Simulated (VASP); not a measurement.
# Na3Cl2 (Cmmm) in VASP: further runs

Na3Cl2 is run at these levels: PBEsol, RPBE, revPBE; tasks: single point.

All numbers are computed with VASP 6.6.1; they aren't measurements. Logs are shortened: lines on timing, memory, paths and dates and some standing lists are left out, and cuts for length are marked.

**1. The cell of the first run**

It takes space group Cmmm (No. 65, orthorhombic). Conventional cell: a = 3.520 Å, b = 20.341 Å, c = 3.528 Å, α = 90.00°, β = 90.00°, γ = 90.00°. Within 4.0 Å of Cl (site symmetry m2m) lie 8 Na at 3.00 to 3.05 Å and 5 Cl at 3.52 to 3.53 Å. Na (site symmetry m2m) has 4 Cl at 3.00 Å and 7 Na at 3.44 to 3.74 Å within 4.0 Å. Within 4.0 Å of Na (site symmetry mmm) lie 8 Cl at 3.05 Å and 6 Na at 3.44 to 3.53 Å.

**2. Single point, PBEsol**

File INCAR:

```
SYSTEM = Na3Cl2
PREC     = Accurate       ! precision mode
ENCUT    = 520            ! plane-wave cutoff, eV
EDIFF    = 1E-7           ! SCF threshold, eV
ISMEAR   = -1             ! smearing method
SIGMA    = 0.05           ! smearing width, eV
LREAL    = .FALSE.        ! projectors in reciprocal space
LASPH    = .TRUE.         ! aspherical terms in the spheres
NELM     = 60             ! most SCF steps
ALGO     = Normal         ! electronic algorithm
ISIF     = 2              ! what is computed and relaxed
LWAVE    = .FALSE.        ! write WAVECAR
LCHARG   = .FALSE.        ! write CHGCAR
GGA      = PS             ! functional
NBANDS   = 26             ! bands
```

File KPOINTS:

```
Automatic mesh
0
G
  8 8 8
  0 0 0
```

File POSCAR:

```
Na3Cl2
1.0
    1.7599510000    -10.1702560000      0.0000000000
    1.7599510000     10.1702560000      0.0000000000
    0.0000000000      0.0000000000      3.5276360000
Cl Na
2 3
Direct
    0.0865980000      0.9134020000      0.5000000000
    0.9134020000      0.0865980000      0.5000000000
    0.6689890000      0.3310110000      0.0000000000
    0.3310110000      0.6689890000      0.0000000000
    0.5000000000      0.5000000000      0.0000000000
```

Potentials or basis: VASP PAW PBE potentials, release 64 (Cl, Na_pv).

The run is started by

```bash
$ cat potpaw_PBE.64/Cl/POTCAR potpaw_PBE.64/Na_pv/POTCAR > POTCAR
$ mpirun -np 1 vasp_std > vasp.out
```

OUTCAR:

```text
SYSTEM = Na3Cl2
   PREC = Accurate
   ENCUT = 520
   EDIFF = 1E-7
   ISMEAR = -1
   LREAL = .FALSE.
   LASPH = .TRUE.
   NELM = 60
   ISIF = 2
   GGA = PS

 ion  position               nearest neighbor table
   1  0.087  0.913  0.500-
   2  0.913  0.087  0.500-
   3  0.669  0.331  0.000-
   4  0.331  0.669  0.000-
   5  0.500  0.500  0.000-

  LATTYP: Found a base centered orthorhombic cell.
 ALAT       =     3.5199020000
 B/A-ratio  =     5.7787154301
 C/A-ratio  =     1.0021972203

  Lattice vectors:

 A1 = (   1.7599510000, -10.1702560000,   0.0000000000)
 A2 = (   1.7599510000,  10.1702560000,   0.0000000000)
 A3 = (   0.0000000000,   0.0000000000,   3.5276360000)

Analysis of symmetry for initial positions (statically):
=====================================================================
 Subroutine PRICEL returns:
 Original cell was already a primitive cell.

 Routine SETGRP: Setting up the symmetry group for a
 base centered orthorhombic supercell.

 Subroutine GETGRP returns: Found  8 space group operations
 (whereof  8 operations were pure point group operations)
 out of a pool of  8 trial point group operations.

The static configuration has the point symmetry D_2h.

Analysis of symmetry for dynamics (positions and initial velocities):
=====================================================================
 Subroutine PRICEL returns:
 Original cell was already a primitive cell.

 Routine SETGRP: Setting up the symmetry group for a
 base centered orthorhombic supercell.

 Subroutine GETGRP returns: Found  8 space group operations
 (whereof  8 operations were pure point group operations)
 out of a pool of  8 trial point group operations.

The dynamic configuration has the point symmetry D_2h.

 Subroutine INISYM returns: Found  8 space group operations
 (whereof  8 operations are pure point group operations),
 and found     1 'primitive' translations

----------------------------------------------------------------------------------------

                                     Primitive cell

  volume of cell :     126.2834

  direct lattice vectors                    reciprocal lattice vectors
     1.759951000-10.170256000  0.000000000     0.284098819 -0.049162971  0.000000000
     1.759951000 10.170256000  0.000000000     0.284098819  0.049162971  0.000000000
     0.000000000  0.000000000  3.527636000     0.000000000  0.000000000  0.283475960

  length of vectors
    10.321411465 10.321411465  3.527636000     0.288321238  0.288321238  0.283475960

  position of ions in fractional coordinates (direct lattice)
     0.086598000  0.913402000  0.500000000
     0.913402000  0.086598000  0.500000000
     0.668989000  0.331011000  0.000000000
     0.331011000  0.668989000  0.000000000
     0.500000000  0.500000000  0.000000000

  ion indices of the primitive-cell ions
   primitive index   ion index
                 1           1
                 2           2
                 3           3
                 4           4
                 5           5

----------------------------------------------------------------------------------------

 KPOINTS: Automatic mesh

Automatic generation of k-mesh.
 Grid dimensions read from file:
 generate k-points for:    8    8    8

 Generating k-lattice:

  Cartesian coordinates                     Fractional coordinates (reciprocal lattice)
     0.035512352 -0.006145371  0.000000000     0.125000000  0.000000000  0.000000000
     0.035512352  0.006145371  0.000000000     0.000000000  0.125000000  0.000000000
     0.000000000  0.000000000  0.035434495     0.000000000  0.000000000  0.125000000

  Length of vectors
     0.036040155  0.036040155  0.035434495

  Shift w.r.t. Gamma in fractional coordinates (k-lattice)
     0.000000000  0.000000000  0.000000000

 Subroutine IBZKPT returns following result:
 ===========================================

 Found    105 irreducible k-points:

 Following reciprocal coordinates:
            Coordinates               Weight
  0.000000  0.000000  0.000000      1.000000
  0.125000  0.000000  0.000000      4.000000
  0.250000  0.000000  0.000000      4.000000
  0.375000 -0.000000  0.000000      4.000000
  0.500000  0.000000  0.000000      2.000000
  0.125000  0.125000  0.000000      2.000000
[... 16 lines left out ...]
  0.125000  0.000000  0.125000      8.000000
  0.250000  0.000000  0.125000      8.000000
 [... further k-points ...]
   k-points           NKPTS =    105   k-points in BZ     NKDIM =    105   number of bands    NBANDS=     26
   number of dos      NEDOS =    301   number of ions     NIONS =      5
   total plane-waves  NPLWV = 179200
   dimension x,y,z NGX =    80 NGY =   80 NGZ =   28
   dimension x,y,z NGXF=   160 NGYF=  160 NGZF=   56
   ions per type =               2   3
   NGX,Y,Z   is equivalent  to a cutoff of  12.89, 12.89, 13.20 a.u.
   NGXF,Y,Z  is equivalent  to a cutoff of  25.77, 25.77, 26.39 a.u.
 SYSTEM =  Na3Cl2
   PREC   = accura    normal or accurate (medium, high low for compatibility)
   ISTART =      0    job   : 0-new  1-cont  2-samecut
   ICHARG =      2    charge: 1-file 2-atom 10-const
   ISPIN  =      1    spin polarized calculation?
   LNONCOLLINEAR =      F non collinear calculations
   LSORBIT =      F    spin-orbit coupling
   LASPH  =      T    aspherical Exc in radial PAW
   ENCUT  =  520.0 eV  38.22 Ry    6.18 a.u.  19.19 19.19  6.56*2*pi/ulx,y,z
   NELM   =     60;   NELMIN=  2; NELMDL= -5     # of ELM steps
   EDIFF  = 0.1E-06   stopping-criterion for ELM
   LREAL  =      F    real-space projection
   EDIFFG = 0.1E-05   stopping-criterion for IOM
   NSW    =      0    number of steps for IOM
   IBRION =     -1    ionic relax: 0-MD 1-quasi-New 2-CG
   NFREE  =      0    steps in history (QN), initial steepest desc. (CG)
   ISIF   =      2    stress and relaxation
   ISYM   =      2    0-nonsym 1-usesym 2-fastsym
   POTIM  = 0.5000    time-step for ionic-motion
   TEBEG  =    0.0;   TEEND  =   0.0 temperature during run
   PSTRESS=    0.0 pullay stress
   NELECT =      35.0000    total number of electrons
   NUPDOWN=      -1.0000    fix difference up-down
   EMIN   =  10.00;   EMAX   =-10.00  energy-range for DOS
   EFERMI =   0.00;   METHOD = LEGACY
   ISMEAR =    -1;   SIGMA  =   0.05  broadening in eV -4-tet -1-fermi 0-gaus
   EFERMI_NEDOS =   21; number of points for ismear=-14 and -15
   IALGO  =     38    algorithm
   IMIX   =      4    mixing-type and parameters
     AMIX     =   0.40;   BMIX     =  1.00
     AMIX_MAG =   1.60;   BMIX_MAG =  1.00
  volume/ion in A,a.u.               =      25.26       170.44
  Fermi-wavevector in a.u.,A,eV,Ry     =   1.067371  2.017039 15.500860  1.139281
  Thomas-Fermi vector in A             =   2.202985
   LORBIT       =      0    0 simple, 1 ext, 2 COOP (PROOUT), +10 PAW based schemes
   GGA     = PS    functional components
   LHFCALC =     F    Hartree Fock is set to
   AEXX    =    0.0000 exact exchange contribution
   IVDW    =     0    specifies the selected vdW correction
   LEPSILON=     F    determine dielectric tensor
   LRPA    =     F    only Hartree local field effects (RPA)
 non-spin polarized calculation
  energy-cutoff  :      520.00
  volume of cell :      126.28
 maximum number of plane-waves:      3434
 NGX is ok and might be reduce to    80
   NGX = 39   NGY = 39   NGZ = 13

 number of electron      34.9999976 magnetization

 Free energy of the ion-electron system (eV)
  ---------------------------------------------------
  ext. energy  EPLUGINS =         0.00000000
  ---------------------------------------------------
  free energy    TOTEN  =       -14.61476074 eV

  energy without entropy =      -14.60584483  energy(sigma->0) =      -14.61030279

 E-fermi :   2.7476     XC(G=0):  -7.8511

 val. band max:        2.7366154578   @ k =  -0.2500   0.1250   0.3750
 cond. band min:       2.7535679546   @ k =   0.3750  -0.0000   0.1250
 fundamental gap:      0.0169524968
 Fermi energy:         2.7475765366

 k-point     1 :       0.0000    0.0000    0.0000
  band No.  band energies     occupation
      1     -22.8488      2.00000
      2     -22.8223      2.00000
      3     -22.8219      2.00000
      4     -22.4608      2.00000
      5     -22.4464      2.00000
      6     -22.4460      2.00000
[... 18 lines left out ...]
     25       9.6680      0.00000
     26      10.9984      0.00000

 k-point     2 :       0.1250    0.0000    0.0000
  band No.  band energies     occupation
      1     -22.8478      2.00000
      2     -22.8278      2.00000
      3     -22.8214      2.00000
      4     -22.4596      2.00000
      5     -22.4525      2.00000
      6     -22.4491      2.00000
[... 18 lines left out ...]
     25       9.2221      0.00000
     26      10.0414      0.00000

 k-point     3 :       0.2500    0.0000    0.0000
  band No.  band energies     occupation
      1     -22.8457      2.00000
      2     -22.8410      2.00000
      3     -22.8202      2.00000
      4     -22.4653      2.00000
      5     -22.4631      2.00000
      6     -22.4555      2.00000
[... 18 lines left out ...]
     25       9.0281      0.00000
     26      10.0800      0.00000

 k-point     4 :       0.3750   -0.0000    0.0000
  band No.  band energies     occupation
      1     -22.8541      2.00000
      2     -22.8435      2.00000
      3     -22.8191      2.00000
      4     -22.4777      2.00000
      5     -22.4764      2.00000
      6     -22.4514      2.00000
[... 18 lines left out ...]
     25       9.4080      0.00000
     26      10.0665      0.00000
[... 496 lines left out ...]
      1     -22.8479      2.00000
      2     -22.8273      2.00000
      3     -22.8218      2.00000
      4     -22.4601      2.00000
      5     -22.4497      2.00000
      6     -22.4485      2.00000
[... 18 lines left out ...]
     25       9.2628      0.00000
     26       9.5533      0.00000

 k-point    23 :       0.1250    0.0000    0.1250
  band No.  band energies     occupation
      1     -22.8470      2.00000
      2     -22.8275      2.00000
      3     -22.8264      2.00000
      4     -22.4588      2.00000
      5     -22.4520      2.00000
      6     -22.4494      2.00000
[... 18 lines left out ...]
     25       8.9764      0.00000
     26       9.3920      0.00000

 k-point    24 :       0.2500    0.0000    0.1250
  band No.  band energies     occupation
      1     -22.8449      2.00000
      2     -22.8403      2.00000
      3     -22.8253      2.00000
      4     -22.4646      2.00000
      5     -22.4625      2.00000
      6     -22.4548      2.00000
[... 18 lines left out ...]
     25       8.7504      0.00000
     26       9.6360      0.00000

 [... further k-points ...]

------------------------ aborting loop because EDIFF is reached ----------------------------------------

  FORCE on cell =-STRESS in cart. coord.  units (eV):
  Direction    XX          YY          ZZ          XY          YZ          ZX
  --------------------------------------------------------------------------------------
  -------------------------------------------------------------------------------------
  Total       -0.6360115     -0.5030392     -0.8441695     -0.0000000      0.0000000      0.0000000
  in kB       -8.0691781     -6.3821376    -10.7101118     -0.0000000      0.0000000      0.0000000
  external PRESSURE =      -8.3871425 kB  Pullay stress =       0.0000000 kB

 VOLUME and BASIS-vectors are now :
 -----------------------------------------------------------------------------
  energy-cutoff  :      520.00
  volume of cell :      126.28
      direct lattice vectors                 reciprocal lattice vectors
     1.759951000-10.170256000  0.000000000     0.284098819 -0.049162971  0.000000000
     1.759951000 10.170256000  0.000000000     0.284098819  0.049162971  0.000000000
     0.000000000  0.000000000  3.527636000     0.000000000  0.000000000  0.283475960

 POSITION                                       TOTAL-FORCE (eV/Angst)
 -----------------------------------------------------------------------------------
      1.75995      8.40881      1.76382         0.000000      0.037002     -0.000000
      1.75995     -8.40881      1.76382         0.000000     -0.037002      0.000000
      1.75995     -3.43732      0.00000         0.000000      0.058361      0.000000
      1.75995      3.43732      0.00000         0.000000     -0.058361      0.000000
      1.75995      0.00000      0.00000        -0.000000     -0.000000      0.000000
 -----------------------------------------------------------------------------------
    total drift:                               -0.000000     -0.000000     -0.000000

  FREE ENERGIE OF THE ION-ELECTRON SYSTEM (eV)
  ---------------------------------------------------
  free  energy   TOTEN  =       -14.6147607404 eV

  energy  without entropy=      -14.6058448322  energy(sigma->0) =      -14.61030279
```

Wall time 33 min (1 thread of Intel Xeon 8259CL, shared host); peak memory 0.51 GiB.

What came out:

```yaml
Free_energy: -14.6148 eV
Pressure: -0.8 GPa
Largest_force: 0.058 eV/Å
Band_gap_on_the_k_mesh: zero (an odd number of electrons rules out a gap without spin polarisation)
```

Forces on the atoms (eV/Å):
```
Cl   0.000  0.037  0.000
Cl   0.000 -0.037  0.000
Na   0.000  0.058  0.000
Na   0.000 -0.058  0.000
Na   0.000  0.000  0.000
```

Caveat: the PAW data sets were made with another functional, which shifts forces and pressure a little.

**3. Single point, RPBE**

File INCAR:

```
ALGO = Normal ; EDIFF = 1E-7
ENCUT = 520 ; GGA = RP
ISIF = 2 ; ISMEAR = -1
LASPH = True ; LCHARG = False
LREAL = False ; LWAVE = False
NBANDS = 26 ; NELM = 60
PREC = Accurate ; SIGMA = 0.05
```

File KPOINTS:

```
k-points
0
Gamma
  8 8 8
```

POSCAR is that of step 2.

Potentials or basis: VASP PAW PBE potentials, release 64 (Cl, Na_pv).

The run is started by

```bash
$ cat potpaw_PBE.64/Cl/POTCAR potpaw_PBE.64/Na_pv/POTCAR > POTCAR
$ mpirun -np 1 vasp_std > vasp.out
```

Run time: 31 min. Hardware: 1 thread of Intel Xeon 8259CL, shared host; peak memory 0.52 GiB.

Results (log left out):

```
Free energy            : -13.1865 eV
Pressure               : 1.3 GPa
Largest force          : 0.058 eV/Å
Band gap on the k mesh : zero (an odd number of electrons rules out a gap without spin polarisation)
```

Forces in eV/Å, atoms in the order of the input:
```
Cl   0.000 -0.011  0.000
Cl   0.000  0.011  0.000
Na   0.000 -0.058  0.000
Na   0.000  0.058  0.000
Na   0.000  0.000  0.000
```

Stress tensor (GPa, compression positive):
```
1.47 0.00 0.00
0.00 1.39 0.00
0.00 0.00 1.18
```

Levels at points of the mesh, in eV from the Fermi level:
```tsv
k point	band 14	band 15	band 16	band 17	band 18	band 19	band 20	band 21	band 22	band 23
(0.00, 0.00, 0.00)	-4.17	-4.15	-4.05	-4.04	-1.83	1.63	1.75	4.15	5.28	5.40
(0.50, 0.00, 0.00)	-5.50	-4.57	-3.94	-3.82	0.98	0.98	2.88	3.63	4.74	5.02
(0.50, 0.50, 0.00)	-4.17	-4.15	-4.05	-4.04	-1.55	0.64	3.05	3.42	5.29	5.41
(0.00, 0.00, 0.50)	-5.51	-4.56	-3.93	-3.80	0.70	1.10	3.29	3.82	4.44	4.55
(0.50, 0.00, 0.50)	-5.61	-5.61	-5.13	-4.26	2.33	2.96	3.49	3.53	3.65	3.72
(0.50, 0.50, 0.50)	-5.49	-4.58	-3.93	-3.80	0.83	1.28	2.52	3.48	4.90	5.91
```

Caveat: the PAW data sets were made with another functional, which shifts forces and pressure a little.

**4. Single point, revPBE**

File INCAR:

```
PREC     = Accurate       # precision mode
ENCUT    = 520            # plane-wave cutoff, eV
EDIFF    = 1E-7           # SCF threshold, eV
ISMEAR   = -1             # smearing method
SIGMA    = 0.05           # smearing width, eV
LREAL    = F              # projectors in reciprocal space
LASPH    = T              # aspherical terms in the spheres
NELM     = 80             # most SCF steps
ALGO     = Normal         # electronic algorithm
ISIF     = 2              # what is computed and relaxed
LWAVE    = F              # write WAVECAR
LCHARG   = F              # write CHGCAR
GGA      = RE             # functional
NBANDS   = 26             # bands
```

File KPOINTS:

```
regular mesh
0
Gamma
  8 8 8
```

POSCAR is that of step 3.

The run is started by

```bash
$ cat potpaw_PBE.64/Cl/POTCAR potpaw_PBE.64/Na_pv/POTCAR > POTCAR
$ mpirun -np 1 vasp_std > vasp.out
```

Wall time 30 min (1 thread of Intel Xeon 8259CL, shared host); peak memory 0.52 GiB.

Results (log left out):

- Free energy: -13.2156 eV
- Pressure: 1.2 GPa
- Largest force: 0.049 eV/Å
- Band gap on the k mesh: zero (an odd number of electrons rules out a gap without spin polarisation)

Forces in eV/Å, atoms in the order of the input:
```
Cl   0.000 -0.006  0.000
Cl   0.000  0.006  0.000
Na   0.000 -0.049  0.000
Na   0.000  0.049  0.000
Na   0.000  0.000  0.000
```

Stress tensor (GPa, compression positive):
```
1.30 0.00 0.00
0.00 1.26 0.00
0.00 0.00 1.01
```

Levels at points of the mesh, in eV from the Fermi level:
```csv
k point,band 16,band 17,band 18,band 19,band 20,band 21
"(0.00, 0.00, 0.00)",-4.06,-4.04,-1.83,1.60,1.73,4.12
"(0.50, 0.00, 0.00)",-3.95,-3.82,0.97,0.98,2.86,3.60
"(0.50, 0.50, 0.00)",-4.06,-4.04,-1.55,0.62,3.01,3.41
"(0.00, 0.00, 0.50)",-3.93,-3.81,0.70,1.09,3.28,3.81
"(0.50, 0.00, 0.50)",-5.14,-4.27,2.31,2.94,3.47,3.50
"(0.50, 0.50, 0.50)",-3.93,-3.81,0.83,1.28,2.50,3.44
```

Caveat: the PAW data sets were made with another functional, which shifts forces and pressure a little.

**5. Overview**

| level | gap on the mesh (eV) | pressure (GPa) | largest force (eV/Å) |
| --- | --- | --- | --- |
| PBEsol | none | -0.8 | 0.06 |
| RPBE | none | 1.3 | 0.06 |
| revPBE | none | 1.2 | 0.05 |

Alike in all rows: task single point; potentials or basis VASP PAW PBE potentials, release 64 (Cl, Na_pv); no spin polarisation; cell as given; k mesh 8 × 8 × 8; cutoff (eV) 520; smearing fermi-dirac 0.05 eV.

The pressure there spans -0.8 GPa (PBEsol) to 1.3 GPa (RPBE); a positive pressure means that this level wants a larger cell, a negative one a smaller.

Caveats: the PAW data sets were made with another functional, which shifts forces and pressure a little.

Total energies depend on the potentials used, so only differences within one code and one set of settings carry meaning.
